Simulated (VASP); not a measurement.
# BN: single point with PBEsol

BN:

```xyz
8
Lattice="2.5038 0.0000 0.0000 0.0000 4.3367 0.0000 0.0000 0.0000 7.0341" Properties=species:S:1:pos:R:3 pbc="T T T"
B     0.0000    1.4456    1.6589
B     1.2519    3.6139    1.8233
B     1.2519    0.7228    5.1760
B     2.5038    2.8911    5.3404
N     0.0000    1.4456    5.3088
N     1.2519    3.6139    5.2692
N     1.2519    0.7228    1.7918
N     2.5038    2.8911    1.7521
```

This cell differs from its parent crystal: mode 11 frozen in at -0.082 Å and mode 13 at -0.017 Å (largest displacements).

```json
{"Program": "VASP 6.6.1", "Task": "single point", "Functional": "PBEsol", "Potentials or basis": "VASP PAW PBE potentials, release 64 (B, N)", "Cutoff": "600 eV", "k mesh": "10 × 6 × 4", "Occupations": "gaussian, width 0.05 eV", "Spin": "no spin polarisation", "Dipole correction": "no", "Further INCAR settings": "ALGO = Normal; EDIFF = 1e-06; NBANDS = 26"}
```

The pressure is -0.6 GPa and the largest force is 1.628 eV/Å. The band gap on the k mesh is 3.56 eV, indirect (least direct gap 3.98 eV).

Forces in eV/Å, atoms in the order of the input:
```
B    0.000 -0.099  1.625
B    0.000 -0.059 -0.827
B    0.000  0.099  1.625
B    0.000  0.059 -0.827
N    0.000 -0.144 -0.789
N    0.000 -0.005 -0.009
N    0.000  0.144 -0.789
N    0.000  0.005 -0.009
```

Stress tensor (GPa, compression positive):
```
-0.21  0.00  0.00
 0.00 -0.23  0.00
 0.00  0.00 -1.45
```

Levels at points of the mesh, in eV from the valence-band top:
```tsv
k point	band 13	band 14	band 15	band 16	band 17	band 18	band 19	band 20
(0.00, 0.00, 0.00)	-1.28	-1.25	-0.99	-0.42	3.56	5.23	5.29	9.29
(0.50, 0.00, 0.00)	-1.67	-1.67	-0.68	-0.68	5.48	5.48	5.79	5.79
(0.00, 0.50, 0.00)	-2.94	-2.92	-2.88	-2.84	6.11	6.40	8.36	8.51
(0.50, 0.50, 0.00)	-1.33	-1.33	-0.57	-0.57	4.15	4.15	5.23	5.23
(0.00, 0.00, 0.50)	-1.27	-1.27	-0.74	-0.74	4.40	4.40	6.93	6.93
(0.50, 0.00, 0.50)	-1.26	-1.26	-1.12	-1.12	5.48	5.48	5.59	5.59
(0.00, 0.50, 0.50)	-2.93	-2.93	-2.86	-2.86	7.24	7.24	7.85	7.85
(0.50, 0.50, 0.50)	-1.01	-1.01	-0.88	-0.88	4.52	4.52	4.58	4.58
```

Run time: 2.1 min on 1 thread of Intel(R) Xeon(R) Platinum 8375C CPU @ 2.90GHz (Ice Lake), with other jobs on the host, peak memory 0.27 GiB.

Caveat: the cell differs from its parent crystal (mode 11 frozen in at -0.082 Å and mode 13 at -0.017 Å (largest displacements)); the PAW data sets were made with another functional, which shifts forces and pressure a little; this functional lacks dispersion, which binds the layers, so the pressure and a relaxed spacing across them are unreliable. A k mesh can miss the band edges.
